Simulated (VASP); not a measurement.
Write the native input for VASP 6.6.1 that does the following.

| Property | Result |
| --- | --- |
| Task | single point |
| Functional | LDA |
| Potentials or basis | VASP PAW LDA potentials, release 64 (Re_sv_GW) |
| Cutoff | 500 eV |
| k mesh | 9 × 9 × 4 |
| Occupations | gaussian, width 0.1 eV |
| Spin | no spin polarisation |
| Dipole correction | no |
| Second run | valence_matched |
| Further INCAR settings | ALGO = Normal; EDIFF = 1e-06; NBANDS = 22 |

The structure of Re lies in POSCAR:

```
Re
1.0
    2.7608000000      0.0000000000      0.0000000000
   -1.3804000000      2.3909229348      0.0000000000
    0.0000000000      0.0000000000      4.4582000000
Re
2
Direct
    0.3333333333      0.6666666667      0.2500000000
    0.6666666667      0.3333333333      0.7500000000
```

The input as run:

INCAR

```
PREC = Accurate ; ENCUT = 500
EDIFF = 1E-6 ; ISMEAR = 0
SIGMA = 0.1 ; LREAL = F
LASPH = T ; NELM = 120
ALGO = Normal ; ISIF = 2
LWAVE = F ; LCHARG = F
NBANDS = 22 ; GGA_COMPAT = F
```

KPOINTS

```
Automatic mesh
0
Gamma
  9 9 4
```

Potentials or basis: VASP PAW LDA potentials, release 64 (Re_sv_GW).

Command:

```bash
$ cat potpaw_LDA.64/Re_sv_GW/POTCAR > POTCAR
$ mpirun -np 1 vasp_std > vasp.out
```

Results of the run:

| Item | Value |
| --- | --- |
| Pressure | -11.2 GPa |
| Band gap on the k mesh | zero (band 15 reaches 13.94 eV, above the bottom of band 16 at 11.07 eV) |

Caveat: spin-orbit coupling is left out, which moves the levels of the heavy elements.

It took 18 s on 1 thread of AMD EPYC 9R45 (Zen 5), on a shared host, peak memory 0.11 GiB.
